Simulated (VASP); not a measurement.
# RbCl (rocksalt type) (Fm-3m) in VASP: a series of runs

The runs below take RbCl (rocksalt type) through single point, with PBE.

Everything below comes from runs of VASP 6.6.1. Logs are shortened: lines on timing, memory, paths and dates and some standing lists are left out, and cuts for length are marked.

**1. The cell of the first run**

Symmetry: Fm-3m, No. 225, cubic system. The conventional cell has a = 4.935 Å, b = 4.935 Å, c = 4.935 Å, α = 90.00°, β = 90.00°, γ = 90.00°. Within 3.3 Å of Rb (site symmetry m-3m) lie 6 Cl at 2.47 Å. Within 3.3 Å of Cl (site symmetry m-3m) lie 6 Rb at 2.47 Å.

**2. Single point, PBE (15.02 Å³/atom)**

INCAR

```
SYSTEM = RbCl
ALGO     = Normal         ! electronic algorithm
EDIFF    = 1E-6           ! SCF threshold, eV
ENCUT    = 500            ! plane-wave cutoff, eV
GGA      = PE             ! functional
GGA_COMPAT= .False.      
ISIF     = 2              ! what is computed and relaxed
ISMEAR   = -1             ! smearing method
LASPH    = .True.         ! aspherical terms in the spheres
LCHARG   = .False.        ! write CHGCAR
LREAL    = .False.        ! projectors in reciprocal space
LWAVE    = .False.        ! write WAVECAR
NBANDS   = 15             ! bands
NELM     = 120            ! most SCF steps
PREC     = Accurate       ! precision mode
SIGMA    = 0.1            ! smearing width, eV
```

KPOINTS

```
k-points
0
Gamma
  13 13 13
  0 0 0
```

POSCAR

```
RbCl
1.0
    0.0000000000      2.4675371953      2.4675371953
    2.4675371953      0.0000000000      2.4675371953
    2.4675371953      2.4675371953      0.0000000000
Rb Cl
1 1
Direct
    0.0000000000      0.0000000000      0.0000000000
    0.5000000000      0.5000000000      0.5000000000
```

Potentials or basis: VASP PAW PBE potentials, release 64 (Rb_sv, Cl).

On the command line:

```sh
$ cat potpaw_PBE.64/Rb_sv/POTCAR potpaw_PBE.64/Cl/POTCAR > POTCAR
$ mpirun -np 1 vasp_std > vasp.out
```

OUTCAR:

```text
SYSTEM = RbCl
   EDIFF = 1E-6
   ENCUT = 500
   GGA = PE
   ISIF = 2
   ISMEAR = -1
   LASPH = .True.
   LREAL = .False.
   NELM = 120
   PREC = Accurate

 ion  position               nearest neighbor table
   1  0.000  0.000  0.000-   2 2.47   2 2.47   2 2.47   2 2.47   2 2.47   2 2.47
   2  0.500  0.500  0.500-   1 2.47   1 2.47   1 2.47   1 2.47   1 2.47   1 2.47

  LATTYP: Found a face centered cubic cell.
 ALAT       =     4.9350743906

  Lattice vectors:

 A1 = (   0.0000000000,   2.4675371953,   2.4675371953)
 A2 = (   2.4675371953,   0.0000000000,   2.4675371953)
 A3 = (   2.4675371953,   2.4675371953,   0.0000000000)

Analysis of symmetry for initial positions (statically):
=====================================================================
 Subroutine PRICEL returns:
 Original cell was already a primitive cell.

 Routine SETGRP: Setting up the symmetry group for a
 face centered cubic supercell.

 Subroutine GETGRP returns: Found 48 space group operations
 (whereof 48 operations were pure point group operations)
 out of a pool of 48 trial point group operations.

The static configuration has the point symmetry O_h .

Analysis of symmetry for dynamics (positions and initial velocities):
=====================================================================
 Subroutine PRICEL returns:
 Original cell was already a primitive cell.

 Routine SETGRP: Setting up the symmetry group for a
 face centered cubic supercell.

 Subroutine GETGRP returns: Found 48 space group operations
 (whereof 48 operations were pure point group operations)
 out of a pool of 48 trial point group operations.

The dynamic configuration has the point symmetry O_h .

 Subroutine INISYM returns: Found 48 space group operations
 (whereof 48 operations are pure point group operations),
 and found     1 'primitive' translations

----------------------------------------------------------------------------------------

                                     Primitive cell

  volume of cell :      30.0484

  direct lattice vectors                    reciprocal lattice vectors
     0.000000000  2.467537195  2.467537195    -0.202631191  0.202631191  0.202631191
     2.467537195  0.000000000  2.467537195     0.202631191 -0.202631191  0.202631191
     2.467537195  2.467537195  0.000000000     0.202631191  0.202631191 -0.202631191

  length of vectors
     3.489624567  3.489624567  3.489624567     0.350967518  0.350967518  0.350967518

  position of ions in fractional coordinates (direct lattice)
     0.000000000  0.000000000  0.000000000
[... 77 lines left out ...]
   NELM   =    120;   NELMIN=  2; NELMDL= -5     # of ELM steps
   EDIFF  = 0.1E-05   stopping-criterion for ELM
   LREAL  =      F    real-space projection
[... 7 lines left out ...]
   TEBEG  =    0.0;   TEEND  =   0.0 temperature during run
   PSTRESS=    0.0 pullay stress
   NELECT =      16.0000    total number of electrons
   NUPDOWN=      -1.0000    fix difference up-down
   EMIN   =  10.00;   EMAX   =-10.00  energy-range for DOS
   EFERMI =   0.00;   METHOD = LEGACY
   ISMEAR =    -1;   SIGMA  =   0.10  broadening in eV -4-tet -1-fermi 0-gaus
   EFERMI_NEDOS =   21; number of points for ismear=-14 and -15
   IALGO  =     38    algorithm
   IMIX   =      4    mixing-type and parameters
     AMIX     =   0.40;   BMIX     =  1.00
     AMIX_MAG =   1.60;   BMIX_MAG =  1.00
  volume/ion in A,a.u.               =      15.02       101.39
  Fermi-wavevector in a.u.,A,eV,Ry     =   1.326909  2.507494 23.955605  1.760687
  Thomas-Fermi vector in A             =   2.456261
   LORBIT       =      0    0 simple, 1 ext, 2 COOP (PROOUT), +10 PAW based schemes
   GGA     = PE    functional components
   LHFCALC =     F    Hartree Fock is set to
   AEXX    =    0.0000 exact exchange contribution
   IVDW    =     0    specifies the selected vdW correction
   LEPSILON=     F    determine dielectric tensor
   LRPA    =     F    only Hartree local field effects (RPA)
 non-spin polarized calculation
  energy-cutoff  :      500.00
  volume of cell :       30.05
 maximum number of plane-waves:       772
 NGX is ok and might be reduce to    28
   NGX = 13   NGY = 13   NGZ = 13

 number of electron      15.9999999 magnetization

 Free energy of the ion-electron system (eV)
  ---------------------------------------------------
  ext. energy  EPLUGINS =         0.00000000
  ---------------------------------------------------
  free energy    TOTEN  =         0.65882031 eV

  energy without entropy =        0.65889783  energy(sigma->0) =        0.65885907

 E-fermi :   7.0884     XC(G=0): -11.4683

 val. band max:        6.4737185435   @ k =  -0.4615   0.4615   0.0000
 cond. band min:       7.5959071596   @ k =   0.4615   0.4615   0.0000
 fundamental gap:      1.1221886161
 Fermi energy:         7.0883662293

 k-point     1 :       0.0000    0.0000    0.0000
  band No.  band energies     occupation
      1     -19.8468      2.00000
      2      -8.4133      2.00000
      3      -3.1044      2.00000
      4      -3.1044      2.00000
      5      -3.1044      2.00000
      6       4.7048      2.00000
      7       4.7048      2.00000
      8       4.7048      2.00000
      9      11.0057      0.00000
     10      11.0057      0.00000
     11      11.0057      0.00000
     12      12.8963      0.00000
     13      12.8963      0.00000
     14      14.0415      0.00000
[... 401 lines left out ...]
      2     -10.6430      2.00000
      3      -3.8256      2.00000
      4      -3.5169      2.00000
      5      -2.4723      2.00000
      6       2.7112      2.00000
      7       3.0933      2.00000
      8       3.3136      2.00000
      9      11.5128      0.00000
     10      15.8728      0.00000
     11      16.7132      0.00000
     12      17.4899      0.00000
     13      18.0514      0.00000
     14      19.4764      0.00000
     15      20.2867      0.00000

 [... further k-points ...]
[... 5 lines left out ...]
  --------------------------------------------------------------------------------------
  -------------------------------------------------------------------------------------
  Total       23.5760771     23.5760771     23.5760771     -0.0000000     -0.0000000      0.0000000
  in kB     1257.0744696   1257.0744696   1257.0744696     -0.0000000     -0.0000000      0.0000000
  external PRESSURE =    1257.0744696 kB  Pullay stress =       0.0000000 kB

 VOLUME and BASIS-vectors are now :
 -----------------------------------------------------------------------------
  energy-cutoff  :      500.00
  volume of cell :       30.05
      direct lattice vectors                 reciprocal lattice vectors
     0.000000000  2.467537195  2.467537195    -0.202631191  0.202631191  0.202631191
     2.467537195  0.000000000  2.467537195     0.202631191 -0.202631191  0.202631191
     2.467537195  2.467537195  0.000000000     0.202631191  0.202631191 -0.202631191

 POSITION                                       TOTAL-FORCE (eV/Angst)
 -----------------------------------------------------------------------------------
      0.00000      0.00000      0.00000        -0.000000      0.000000      0.000000
      2.46754      2.46754      2.46754         0.000000     -0.000000     -0.000000
 -----------------------------------------------------------------------------------
    total drift:                                0.000000      0.000000      0.000000

  FREE ENERGIE OF THE ION-ELECTRON SYSTEM (eV)
  ---------------------------------------------------
  free  energy   TOTEN  =         0.6588203148 eV

  energy  without entropy=        0.6588978346  energy(sigma->0) =        0.65885907
```

OSZICAR:

```text
N       E                     dE             d eps       ncg     rms          rms(c)
DAV:   1     0.762870912786E+02    0.76287E+02   -0.81085E+03  2528   0.101E+03
DAV:   2     0.324745094349E+01   -0.73040E+02   -0.65194E+02  3366   0.194E+02
DAV:   3     0.219288345536E+00   -0.30282E+01   -0.30116E+01  3244   0.371E+01
DAV:   4     0.146683975835E+00   -0.72604E-01   -0.72579E-01  3333   0.598E+00
DAV:   5     0.144176409713E+00   -0.25076E-02   -0.25075E-02  3410   0.848E-01    0.311E+01
DAV:   6     0.628654673242E+00    0.48448E+00   -0.65600E-01  3052   0.627E+00    0.209E+01
DAV:   7     0.640625189284E+00    0.11971E-01   -0.44423E-01  3262   0.468E+00    0.341E+00
DAV:   8     0.659513818815E+00    0.18889E-01   -0.73028E-02  2926   0.218E+00    0.264E-01
DAV:   9     0.658962092332E+00   -0.55173E-03   -0.43291E-03  2961   0.516E-01    0.144E-01
DAV:  10     0.658840209541E+00   -0.12188E-03   -0.23509E-04  3170   0.120E-01    0.470E-02
DAV:  11     0.658820893848E+00   -0.19316E-04   -0.49541E-05  2828   0.569E-02    0.124E-02
DAV:  12     0.658820314761E+00   -0.57909E-06   -0.16551E-06  3057   0.108E-02
   1 F= 0.65882031E+00 E0= 0.65885907E+00  d E =-.775199E-04
```

Run time: 28 s. Hardware: 1 thread of Intel Xeon Platinum 8488C (Sapphire Rapids), shared host; peak memory 0.17 GiB.

What came out:

```yaml
Free_energy: 0.6588 eV
Pressure: 125.7 GPa
Band_gap_on_the_k_mesh: 1.12 eV (least direct gap 1.24 eV)
```

Caveat: the cell stands under pressure; an odd mesh through Γ misses points on the zone boundary, where band edges can lie.

**3. Single point, PBE (15.02 Å³/atom)**

INCAR

```
PREC = Accurate ; ENCUT = 500
EDIFF = 1E-6 ; ISMEAR = -1
SIGMA = 0.1 ; LREAL = False
LASPH = True ; NELM = 120
ALGO = Normal ; ISIF = 2
LWAVE = False ; LCHARG = False
GGA = PE ; NBANDS = 15
GGA_COMPAT = False
```

KPOINTS

```
regular mesh
0
Gamma
  13 13 13
```

POSCAR is that of step 2.

Potentials or basis: VASP PAW PBE potentials, release 64 (Rb_sv, Cl).

On the command line:

```sh
$ cat potpaw_PBE.64/Rb_sv/POTCAR potpaw_PBE.64/Cl/POTCAR > POTCAR
$ mpirun -np 1 vasp_std > vasp.out
```

Wall time 21 s (1 thread of Intel Xeon Platinum 8488C (Sapphire Rapids), shared host); peak memory 0.17 GiB.

Results (log left out):

| Item | Value |
| --- | --- |
| Free energy | 0.6588 eV |
| Pressure | 125.7 GPa |
| Band gap on the k mesh | 1.12 eV (least direct gap 1.24 eV) |

Levels at points of the mesh, in eV from the valence-band top:
| k point | band 4 | band 5 | band 6 | band 7 | band 8 | band 9 | band 10 | band 11 | band 12 | band 13 |
| --- | --- | --- | --- | --- | --- | --- | --- | --- | --- | --- |
| (0.00, 0.00, 0.00) | -9.58 | -9.58 | -1.77 | -1.77 | -1.77 | 4.53 | 4.53 | 4.53 | 6.42 | 6.42 |

Caveat: the cell stands under pressure; an odd mesh through Γ misses points on the zone boundary, where band edges can lie.

[end of part 1 of 2]
